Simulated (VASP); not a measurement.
# Si2Mo (P6_222) in VASP: further runs

The runs below take Si2Mo through relaxation of cell and atoms, with PBEsol, PBEsol+D4.

Everything below comes from runs of VASP 6.6.1. Logs are shortened: lines on timing, memory, paths and dates and some standing lists are left out, and cuts for length are marked.

## 1. The cell of the first run

The structure is hexagonal, space group P6_222 (No. 180). Conventional cell: a = 4.585 Å, b = 4.585 Å, c = 6.580 Å, α = 90.00°, β = 90.00°, γ = 120.00°. Within 3.4 Å of Mo (site symmetry 222) lie 10 Si at 2.57 to 2.67 Å and 4 Mo at 3.17 Å. Si (site symmetry 2) has 9 Si at 2.55 to 3.20 Å and 5 Mo at 2.57 to 2.67 Å within 3.4 Å.

## 2. Relaxation of cell and atoms, PBEsol

The input, INCAR:

```
SYSTEM = Si2Mo
PREC     = Accurate       ! precision mode
ENCUT    = 600            ! plane-wave cutoff, eV
EDIFF    = 1E-7           ! SCF threshold, eV
ISMEAR   = -1             ! smearing method
SIGMA    = 0.05           ! smearing width, eV
LREAL    = .FALSE.        ! projectors in reciprocal space
LASPH    = .TRUE.         ! aspherical terms in the spheres
NELM     = 100            ! most SCF steps
ALGO     = Normal         ! electronic algorithm
ISIF     = 3              ! what is computed and relaxed
LWAVE    = .FALSE.        ! write WAVECAR
LCHARG   = .FALSE.        ! write CHGCAR
GGA      = PS             ! functional
IBRION   = 2              ! ionic algorithm
NSW      = 60             ! ionic steps
EDIFFG   = -0.01          ! ionic threshold
```

The input, KPOINTS:

```
Automatic mesh
0
G
  7 7 4
  0 0 0
```

The input, POSCAR:

```
Si2Mo
1.0
    4.5854715599      0.0000000000      0.0000000000
   -2.2927357800      3.9711348592      0.0000000000
    0.0000000000      0.0000000000      6.5797601000
Mo Si
3 6
Direct
    0.5000000000      0.5000000000      0.8333333333
    0.0000000000      0.5000000000      0.1666666667
    0.5000000000      0.0000000000      0.5000000000
    0.1638729800      0.3277459600      0.5000000000
    0.6722540400      0.8361270200      0.1666666667
    0.8361270200      0.1638729800      0.8333333333
    0.8361270200      0.6722540400      0.5000000000
    0.3277459600      0.1638729800      0.1666666667
    0.1638729800      0.8361270200      0.8333333333
```

Potentials or basis: VASP PAW PBE potentials, release 64 (Mo_sv, Si).

On the command line:

```sh
$ cat potpaw_PBE.64/Mo_sv/POTCAR potpaw_PBE.64/Si/POTCAR > POTCAR
$ mpirun -np 1 vasp_std > vasp.out
```

OUTCAR:

```text
SYSTEM = Si2Mo
   PREC = Accurate
   ENCUT = 600
   EDIFF = 1E-7
   ISMEAR = -1
   LREAL = .FALSE.
   LASPH = .TRUE.
   NELM = 100
   ISIF = 3
   GGA = PS
   IBRION = 2
   NSW = 60
   EDIFFG = -0.01

 ion  position               nearest neighbor table
   1  0.500  0.500  0.833-   4 2.57   7 2.57   5 2.57   8 2.57   9 2.64   6 2.64   9 2.64   6 2.64
                             6 2.67   9 2.67   3 3.17   3 3.17   2 3.17   2 3.17
   2  0.000  0.500  0.167-   4 2.57   7 2.57   6 2.57   9 2.57   8 2.64   5 2.64   5 2.64   8 2.64
                             5 2.67   8 2.67   3 3.17   3 3.17   1 3.17   1 3.17
   3  0.500  0.000  0.500-   6 2.57   9 2.57   8 2.57   5 2.57   4 2.64   7 2.64   7 2.64   4 2.64
                             4 2.67   7 2.67   2 3.17   2 3.17   1 3.17   1 3.17
   4  0.164  0.328  0.500-   6 2.55   8 2.55   1 2.57   2 2.57   7 2.60   3 2.64   3 2.64   3 2.67
                             7 2.67   7 2.67   5 3.15   9 3.15
   5  0.672  0.836  0.167-   7 2.55   6 2.55   3 2.57   1 2.57   8 2.60   2 2.64   2 2.64   2 2.67
                             8 2.67   8 2.67   4 3.15   9 3.15
   6  0.836  0.164  0.833-   4 2.55   5 2.55   3 2.57   2 2.57   9 2.60   1 2.64   1 2.64   1 2.67
                             9 2.67   9 2.67   7 3.15   8 3.15
   7  0.836  0.672  0.500-   9 2.55   5 2.55   1 2.57   2 2.57   4 2.60   3 2.64   3 2.64   3 2.67
                             4 2.67   4 2.67   8 3.15   6 3.15
   8  0.328  0.164  0.167-   4 2.55   9 2.55   3 2.57   1 2.57   5 2.60   2 2.64   2 2.64   2 2.67
                             5 2.67   5 2.67   7 3.15   6 3.15
   9  0.164  0.836  0.833-   7 2.55   8 2.55   3 2.57   2 2.57   6 2.60   1 2.64   1 2.64   1 2.67
                             6 2.67   6 2.67   4 3.15   5 3.15

  LATTYP: Found a hexagonal cell.
 ALAT       =     4.5854715599
 C/A-ratio  =     1.4349146024

  Lattice vectors:

 A1 = (   4.5854715599,   0.0000000000,   0.0000000000)
 A2 = (  -2.2927357800,   3.9711348592,   0.0000000000)
 A3 = (   0.0000000000,   0.0000000000,   6.5797601000)

Analysis of symmetry for initial positions (statically):
=====================================================================
 Subroutine PRICEL returns:
 Original cell was already a primitive cell.

 Routine SETGRP: Setting up the symmetry group for a
 hexagonal supercell.

 Subroutine GETGRP returns: Found 12 space group operations
 (whereof  4 operations were pure point group operations)
 out of a pool of 24 trial point group operations.

The static configuration has the point symmetry D_2 .
 The point group associated with its full space group is D_6 .

Analysis of symmetry for dynamics (positions and initial velocities):
=====================================================================
 Subroutine PRICEL returns:
 Original cell was already a primitive cell.

 Routine SETGRP: Setting up the symmetry group for a
 hexagonal supercell.

 Subroutine GETGRP returns: Found 12 space group operations
 (whereof  4 operations were pure point group operations)
 out of a pool of 24 trial point group operations.

The dynamic configuration has the point symmetry D_2 .
 The point group associated with its full space group is D_6 .

 Subroutine INISYM returns: Found 12 space group operations
 (whereof  4 operations are pure point group operations),
 and found     1 'primitive' translations

----------------------------------------------------------------------------------------

                                     Primitive cell

  volume of cell :     119.8143

  direct lattice vectors                    reciprocal lattice vectors
     4.585471560  0.000000000  0.000000000     0.218080079  0.125908592  0.000000000
    -2.292735780  3.971134859  0.000000000     0.000000000  0.251817185  0.000000000
     0.000000000  0.000000000  6.579760100     0.000000000  0.000000000  0.151981225

  length of vectors
     4.585471560  4.585471560  6.579760100     0.251817185  0.251817185  0.151981225

  position of ions in fractional coordinates (direct lattice)
     0.500000000  0.500000000  0.833333333
     1.000000000  0.500000000  0.166666667
     0.500000000  0.000000000  0.500000000
     0.163872980  0.327745960  0.500000000
     0.672254040  0.836127020  0.166666667
     0.836127020  0.163872980  0.833333333
     0.836127020  0.672254040  0.500000000
     0.327745960  0.163872980  0.166666667
     0.163872980  0.836127020  0.833333333

  ion indices of the primitive-cell ions
   primitive index   ion index
                 1           1
                 2           2
                 3           3
                 4           4
                 5           5
                 6           6
                 7           7
                 8           8
                 9           9

----------------------------------------------------------------------------------------

 KPOINTS: Automatic mesh

Automatic generation of k-mesh.
 Grid dimensions read from file:
 generate k-points for:    7    7    4

 Generating k-lattice:

  Cartesian coordinates                     Fractional coordinates (reciprocal lattice)
     0.031154297  0.017986942  0.000000000     0.142857143 -0.000000000  0.000000000
     0.000000000  0.035973884  0.000000000     0.000000000  0.142857143  0.000000000
     0.000000000  0.000000000  0.037995306     0.000000000  0.000000000  0.250000000

  Length of vectors
     0.035973884  0.035973884  0.037995306

  Shift w.r.t. Gamma in fractional coordinates (k-lattice)
     0.000000000  0.000000000  0.000000000

 Subroutine IBZKPT returns following result:
 ===========================================

 Found     24 irreducible k-points:

 Following reciprocal coordinates:
            Coordinates               Weight
  0.000000  0.000000  0.000000      1.000000
  0.142857  0.000000  0.000000      6.000000
  0.285714  0.000000  0.000000      6.000000
  0.428571 -0.000000  0.000000      6.000000
  0.142857  0.142857  0.000000      6.000000
  0.285714  0.142857  0.000000     12.000000
[... 16 lines left out ...]
  0.428571  0.142857  0.500000      6.000000
  0.285714  0.285714  0.500000      6.000000
   k-points           NKPTS =     24   k-points in BZ     NKDIM =     24   number of bands    NBANDS=     39
   number of dos      NEDOS =    301   number of ions     NIONS =      9
   total plane-waves  NPLWV =  86400
   dimension x,y,z NGX =    40 NGY =   40 NGZ =   54
   dimension x,y,z NGXF=    80 NGYF=   80 NGZF=  108
   ions per type =               3   6
   NGX,Y,Z   is equivalent  to a cutoff of  14.50, 14.50, 13.64 a.u.
   NGXF,Y,Z  is equivalent  to a cutoff of  29.00, 29.00, 27.29 a.u.
 SYSTEM =  Si2Mo
   PREC   = accura    normal or accurate (medium, high low for compatibility)
   ISTART =      0    job   : 0-new  1-cont  2-samecut
   ICHARG =      2    charge: 1-file 2-atom 10-const
   ISPIN  =      1    spin polarized calculation?
   LNONCOLLINEAR =      F non collinear calculations
   LSORBIT =      F    spin-orbit coupling
   LASPH  =      T    aspherical Exc in radial PAW
   ENCUT  =  600.0 eV  44.10 Ry    6.64 a.u.   9.16  9.16 13.14*2*pi/ulx,y,z
   NELM   =    100;   NELMIN=  2; NELMDL= -5     # of ELM steps
   EDIFF  = 0.1E-06   stopping-criterion for ELM
   LREAL  =      F    real-space projection
   EDIFFG = -.1E-01   stopping-criterion for IOM
   NSW    =     60    number of steps for IOM
   IBRION =      2    ionic relax: 0-MD 1-quasi-New 2-CG
   NFREE  =      1    steps in history (QN), initial steepest desc. (CG)
   ISIF   =      3    stress and relaxation
   ISYM   =      2    0-nonsym 1-usesym 2-fastsym
   POTIM  = 0.5000    time-step for ionic-motion
   TEBEG  =    0.0;   TEEND  =   0.0 temperature during run
   PSTRESS=    0.0 pullay stress
   NELECT =      66.0000    total number of electrons
   NUPDOWN=      -1.0000    fix difference up-down
   EMIN   =  10.00;   EMAX   =-10.00  energy-range for DOS
   EFERMI =   0.00;   METHOD = LEGACY
   ISMEAR =    -1;   SIGMA  =   0.05  broadening in eV -4-tet -1-fermi 0-gaus
   EFERMI_NEDOS =   21; number of points for ismear=-14 and -15
   IALGO  =     38    algorithm
   IMIX   =      4    mixing-type and parameters
     AMIX     =   0.40;   BMIX     =  1.00
     AMIX_MAG =   1.60;   BMIX_MAG =  1.00
  volume/ion in A,a.u.               =      13.31        89.84
  Fermi-wavevector in a.u.,A,eV,Ry     =   1.342002  2.536017 24.503685  1.800970
  Thomas-Fermi vector in A             =   2.470191
   LORBIT       =      0    0 simple, 1 ext, 2 COOP (PROOUT), +10 PAW based schemes
   GGA     = PS    functional components
   LHFCALC =     F    Hartree Fock is set to
   AEXX    =    0.0000 exact exchange contribution
   IVDW    =     0    specifies the selected vdW correction
   LEPSILON=     F    determine dielectric tensor
   LRPA    =     F    only Hartree local field effects (RPA)
 conjugate gradient relaxation of ions
 non-spin polarized calculation
  energy-cutoff  :      600.00
  volume of cell :      119.81
 maximum number of plane-waves:      4013
 NGX is ok and might be reduce to    40
   NGX = 19   NGY = 19   NGZ = 27

--------------------------------------- Ionic step        1  -------------------------------------------

 number of electron      65.9999993 magnetization

 Free energy of the ion-electron system (eV)
  ---------------------------------------------------
  ext. energy  EPLUGINS =         0.00000000
  ---------------------------------------------------
  free energy    TOTEN  =       -74.98576477 eV

  energy without entropy =      -74.98391208  energy(sigma->0) =      -74.98483843

------------------------ aborting loop because EDIFF is reached ----------------------------------------

  FORCE on cell =-STRESS in cart. coord.  units (eV):
  Direction    XX          YY          ZZ          XY          YZ          ZX
  --------------------------------------------------------------------------------------
  -------------------------------------------------------------------------------------
  Total       -0.8461121     -0.8461121     -0.8933256      0.0000000      0.0000000      0.0000000
  in kB      -11.3143544    -11.3143544    -11.9457020      0.0000000      0.0000000      0.0000000
  external PRESSURE =     -11.5248036 kB  Pullay stress =       0.0000000 kB
[... 157 lines left out ...]
  energy  without entropy=      -74.9863561256  energy(sigma->0) =      -74.98727939

--------------------------------------- Ionic step        5  -------------------------------------------

 number of electron      65.9999993 magnetization

 Free energy of the ion-electron system (eV)
  ---------------------------------------------------
  ext. energy  EPLUGINS =         0.00000000
  ---------------------------------------------------
  free energy    TOTEN  =       -74.98831421 eV

  energy without entropy =      -74.98647693  energy(sigma->0) =      -74.98739557

 E-fermi :  12.9368     XC(G=0): -12.5680

 val. band max:       12.8078182682   @ k =   0.4286  -0.0000   0.5000
 cond. band min:      13.0636313502   @ k =   0.4286  -0.0000   0.0000
 fundamental gap:      0.2558130820
 Fermi energy:        12.9368003317

 k-point     1 :       0.0000    0.0000    0.0000
  band No.  band energies     occupation
      1     -48.1311      2.00000
      2     -48.0995      2.00000
      3     -48.0995      2.00000
      4     -22.4119      2.00000
      5     -22.4088      2.00000
      6     -22.4088      2.00000
[... 1033 lines left out ...]
  FREE ENERGIE OF THE ION-ELECTRON SYSTEM (eV)
  ---------------------------------------------------
  free  energy   TOTEN  =       -74.9883142144 eV

  energy  without entropy=      -74.9864769266  energy(sigma->0) =      -74.98739557

 reached required accuracy - stopping structural energy minimisation
```

Run time: 8.3 min. Hardware: 1 thread of Oxide Virtual Turin-like, shared host; peak memory 0.31 GiB.

Results:

```
Free energy                           : -74.9883 eV
Relaxed volume                        : 13.24 Å³/atom
Relaxed cell                          : a = 4.577 Å, b = 4.577 Å, c = 6.569 Å, α = 90.00°, β = 90.00°, γ = 120.00°
Space group after relaxing (to 0.1 Å) : P6_222 (No. 180)
Energy gained by relaxing             : 0.3 meV/atom
Ionic steps                           : 5
Pressure after relaxing               : 0.0 GPa
Largest force after relaxing          : 0.008 eV/Å
Band gap on the k mesh                : 0.26 eV (least direct gap 0.63 eV)
```

Forces in eV/Å, atoms in the order of the input:
```
Mo   0.000  0.000  0.000
Mo   0.000  0.000  0.000
Mo   0.000  0.000  0.000
Si   0.000  0.008  0.000
Si  -0.007 -0.004  0.000
Si  -0.007  0.004  0.000
Si   0.000 -0.008  0.000
Si   0.007  0.004  0.000
Si   0.007 -0.004  0.000
```

The path:
| step | energy change (eV) | largest force (eV/Å) | pressure (GPa) | volume (Å³) |
| --- | --- | --- | --- | --- |
| 1 | 0.0000 | 0.0387 | -1.15 | 119.81 |
| 2 | 0.0037 | 0.0020 | 1.96 | 118.16 |
| 3 | -0.0024 | 0.0247 | 0.03 | 119.17 |
| 4 | -0.0024 | 0.0250 | 0.01 | 119.18 |
| 5 | -0.0025 | 0.0079 | -0.01 | 119.19 |

Final structure:
```cif
data_structure
_symmetry_space_group_name_H-M 'P 1'
_symmetry_Int_Tables_number 1
_cell_length_a 4.5772
_cell_length_b 4.5772
_cell_length_c 6.5691
_cell_angle_alpha 90.000
_cell_angle_beta 90.000
_cell_angle_gamma 120.000
_cell_volume 119.19
loop_
_atom_site_label
_atom_site_type_symbol
_atom_site_fract_x
_atom_site_fract_y
_atom_site_fract_z
_atom_site_occupancy
Mo1 Mo 0.50000 0.50000 0.83333 1
Mo2 Mo 0.00000 0.50000 0.16667 1
Mo3 Mo 0.50000 0.00000 0.50000 1
Si1 Si 0.16409 0.32819 0.50000 1
Si2 Si 0.67181 0.83591 0.16667 1
Si3 Si 0.83591 0.16409 0.83333 1
Si4 Si 0.83591 0.67181 0.50000 1
Si5 Si 0.32819 0.16409 0.16667 1
Si6 Si 0.16409 0.83591 0.83333 1
```

Levels at points of the mesh, in eV from the valence-band top:
```tsv
k point	band 31	band 32	band 33	band 34	band 35	band 36
(0.00, 0.00, 0.00)	-2.64	-2.02	-0.74	2.10	2.48	2.48
(0.00, 0.00, 0.50)	-1.99	-0.64	-0.64	1.97	2.40	2.41
```

Caveat: the PAW data sets were made with another functional, which shifts forces and pressure a little.

## 3. Relaxation of cell and atoms, PBEsol+D4

The input, INCAR:

```
SYSTEM = Si2Mo
ALGO = Normal
EDIFF = 1E-6
EDIFFG = -0.01
ENCUT = 600
GGA = PS
IBRION = 2
ISIF = 3
ISMEAR = -1
IVDW = 13
LASPH = .TRUE.
LCHARG = .FALSE.
LREAL = .FALSE.
LWAVE = .FALSE.
NELM = 60
NSW = 60
PREC = Accurate
SIGMA = 0.05
```

The input, KPOINTS:

```
k-points
0
G
  7 7 4
  0 0 0
```

POSCAR is that of step 2.

Potentials or basis: VASP PAW PBE potentials, release 64 (Mo_sv, Si).

On the command line:

```sh
$ cat potpaw_PBE.64/Mo_sv/POTCAR potpaw_PBE.64/Si/POTCAR > POTCAR
$ mpirun -np 1 vasp_std > vasp.out
```

Wall time 7.5 min (1 thread of Oxide Virtual Turin-like, shared host); peak memory 0.32 GiB.

The run converged. Its results:

* Free energy: -77.9274 eV
* Relaxed volume: 13.03 Å³/atom
* Relaxed cell: a = 4.550 Å, b = 4.550 Å, c = 6.539 Å, α = 90.00°, β = 90.00°, γ = 120.00°
* Space group after relaxing (to 0.1 Å): P6_222 (No. 180)
* Energy gained by relaxing: 4.3 meV/atom
* Ionic steps: 8
* Pressure after relaxing: 0.0 GPa
* Largest force after relaxing: 0.004 eV/Å
* Band gap on the k mesh: 0.25 eV (least direct gap 0.65 eV)
* Dispersion energy per atom: -0.329 eV

Forces in eV/Å, atoms in the order of the input:
```
Mo   0.000  0.000  0.000
Mo   0.000  0.000  0.000
Mo   0.000  0.000  0.000
Si   0.000  0.004  0.000
Si  -0.003 -0.002  0.000
Si  -0.003  0.002  0.000
Si   0.000 -0.004  0.000
Si   0.003  0.002  0.000
Si   0.003 -0.002  0.000
```

The path:
```
step  energy change (eV)  largest force (eV/Å)  pressure (GPa)  volume (Å³)
   1              0.0000                0.0402           -4.74       119.81
   2              0.0748                0.0162            9.06       113.11
   3             -0.0386                0.0210            0.01       117.29
   4             -0.0386                0.0211           -0.13       117.34
   5             -0.0388                0.0084           -0.13       117.33
   6             -0.0388                0.0069           -0.13       117.32
   7             -0.0388                0.0003            0.18       117.17
   8             -0.0389                0.0037            0.02       117.25
```

Final structure:
```
CELL_PARAMETERS angstrom
4.55040 0.00000 0.00000
-2.27520 3.94077 0.00000
0.00000 0.00000 6.53866
ATOMIC_POSITIONS crystal
Mo 0.50000 0.50000 0.83333
Mo 0.00000 0.50000 0.16667
Mo 0.50000 0.00000 0.50000
Si 0.16410 0.32820 0.50000
Si 0.67180 0.83590 0.16667
Si 0.83590 0.16410 0.83333
Si 0.83590 0.67180 0.50000
Si 0.32820 0.16410 0.16667
Si 0.16410 0.83590 0.83333
```

Levels at points of the mesh, in eV from the valence-band top:
```
           k point  band 30  band 31  band 32  band 33  band 34  band 35  band 36  band 37
(0.00, 0.00, 0.00)    -2.97    -2.66    -2.03    -0.77     2.16     2.53     2.53     2.66
(0.00, 0.00, 0.50)    -2.24    -1.98    -0.66    -0.66     2.04     2.46     2.50     2.50
```

Caveat: the PAW data sets were made with another functional, which shifts forces and pressure a little. A k mesh can miss the band edges.
